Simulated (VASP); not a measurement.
Al:

```xyz
2
Lattice="0.0000 2.7850 2.7850 2.7850 0.0000 2.7850 2.7850 2.7850 0.0000" Properties=species:S:1:pos:R:3 pbc="T T T"
Al    0.0000    0.0000    0.0000
Al    1.3925    1.3925    1.3925
```

```yaml
Program: VASP 6.6.1
Task: relaxation of cell and atoms
Functional: LDA
Potentials_or_basis: VASP PAW LDA potentials, release 64 (Al)
Cutoff: 600 eV
k_mesh: 6 × 6 × 6
Occupations: methfessel-paxton, width 0.1 eV
Spin: no spin polarisation
```

At the start: pressure 12.4 GPa; volume 21.60 Å³/atom.

Problem. How do energy, volume and symmetry change on relaxing?

Solution. Over 5 steps the energy falls by 154.2 meV/atom and the volume is 26.29 Å³/atom (+21.7 %); space group Fd-3m (No. 227, to 0.05 Å).

Step by step:
```csv
step,energy change (eV),largest force (eV/Å),pressure (GPa),volume (Å³)
1,0.0000,0.0000,12.37,43.20
2,-0.2995,0.0000,-1.42,54.49
3,-0.3083,0.0000,0.08,52.48
4,-0.3083,0.0000,-0.09,52.68
5,-0.3083,0.0000,0.00,52.58
```

Final structure:
```yaml
crystal:
  lattice:
    - [0.00000, 2.97339, 2.97339]
    - [2.97339, 0.00000, 2.97339]
    - [2.97339, 2.97339, 0.00000]
  atoms:
    - { symbol: Al, position: [0.00000, 0.00000, 0.00000] }
    - { symbol: Al, position: [0.25000, 0.25000, 0.25000] }
```

Caveat: the volume moved by over 15 % at a fixed basis, so the end points are rough.
